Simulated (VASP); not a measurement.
Set up this calculation in VASP 6.6.1, as the native input.

```yaml
Task: single point
Functional: LDA
Potentials_or_basis: VASP PAW LDA potentials, release 64 (Al, Cu)
Cutoff: 520 eV
k_mesh: 12 × 12 × 8
Occupations: gaussian, width 0.15 eV
Spin: no spin polarisation
Dipole_correction: no
Further_INCAR_settings: ALGO = Fast; EDIFF = 1e-07; NBANDS = 24
```

The structure of Al3Cu2 lies in POSCAR:

```
Al3Cu2
1.0
    4.1976658029      0.0000000000      0.0000000000
   -2.0988329014      3.6352852219      0.0000000000
    0.0000000000      0.0000000000      4.5863396035
Al Cu
3 2
Direct
    0.0000000000      0.0000000000      0.0000000000
    0.3516879684      0.6666666667      0.3508928116
    0.6483120316      0.3333333333      0.6491071884
    0.3028578248      0.6666666667      0.8415870660
    0.6971421752      0.3333333333      0.1584129340
```

This cell differs from its parent crystal: atoms displaced along a vibrational mode, the cell strained.

One way to write it, as run:

INCAR

```
SYSTEM = Al3Cu2
ALGO = Fast
EDIFF = 1E-7
ENCUT = 520
GGA = CA
ISIF = 2
ISMEAR = 0
LASPH = .TRUE.
LCHARG = .FALSE.
LREAL = .FALSE.
LWAVE = .FALSE.
NBANDS = 24
NELM = 80
PREC = Accurate
SIGMA = 0.15
```

KPOINTS

```
k-points
0
G
  12 12 8
  0 0 0
```

Potentials or basis: VASP PAW LDA potentials, release 64 (Al, Cu).

Launch:

```sh
$ cat potpaw_LDA.64/Al/POTCAR potpaw_LDA.64/Cu/POTCAR > POTCAR
$ mpirun -np 1 vasp_std > vasp.out
```

Results of the run:

The pressure is 4.2 GPa, the largest force is 0.453 eV/Å and the band gap on the k mesh is zero (an odd number of electrons rules out a gap without spin polarisation).

Caveat: the cell differs from its parent crystal (atoms displaced along a vibrational mode, the cell strained); the stress differs along the axes, from -4 to 20 GPa.

It took 8.8 min on 1 thread of Intel(R) Xeon(R) 6975P-C (Granite Rapids), on a shared host, peak memory 0.81 GiB.
